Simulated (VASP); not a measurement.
BaS: single point with PBE

BaS:

```
CELL_PARAMETERS angstrom
0.00000 3.13857 3.21180
3.13857 0.00000 3.21180
3.13857 3.13857 0.00000
ATOMIC_POSITIONS crystal
Ba 0.00000 0.00000 0.00000
S 0.50000 0.50000 0.50000
```

This cell differs from its parent crystal: biaxial xy strain -2.3%.

```json
{
  "Program": "VASP 6.6.1",
  "Task": "single point",
  "Functional": "PBE",
  "Potentials or basis": "VASP PAW PBE potentials, release 64 (Ba_sv, S)",
  "Cutoff": "520 eV",
  "k mesh": "8 × 8 × 8",
  "Occupations": "fermi-dirac, width 0.02 eV",
  "Spin": "no spin polarisation"
}
```

| Item | Value |
| --- | --- |
| Pressure | 3.0 GPa |
| Band gap on the k mesh | 2.02 eV, indirect (least direct gap 2.14 eV) |

Stress tensor (GPa, compression positive):
```
3.73 0.00 0.00
0.00 3.73 0.00
0.00 0.00 1.48
```

Levels at points of the mesh, in eV from the valence-band top:
| k point | band 6 | band 7 | band 8 | band 9 | band 10 | band 11 |
| --- | --- | --- | --- | --- | --- | --- |
| (0.00, 0.00, 0.00) | -0.08 | 0.00 | 0.00 | 3.69 | 3.73 | 3.90 |
| (0.50, 0.00, 0.00) | -2.03 | -1.18 | -1.17 | 5.61 | 5.75 | 6.37 |
| (0.50, 0.50, 0.00) | -0.60 | -0.11 | -0.11 | 2.04 | 5.95 | 6.18 |
| (0.50, 0.00, 0.50) | -0.47 | -0.21 | -0.12 | 2.02 | 5.93 | 6.26 |

Run time: 29 s on 1 thread of Intel(R) Xeon(R) Platinum 8559C (Emerald Rapids), on a shared host, peak memory 0.24 GiB.

Caveat: the cell differs from its parent crystal (biaxial xy strain -2.3%); spin-orbit coupling is left out, which moves the levels of the heavy elements. A k mesh can miss the band edges.
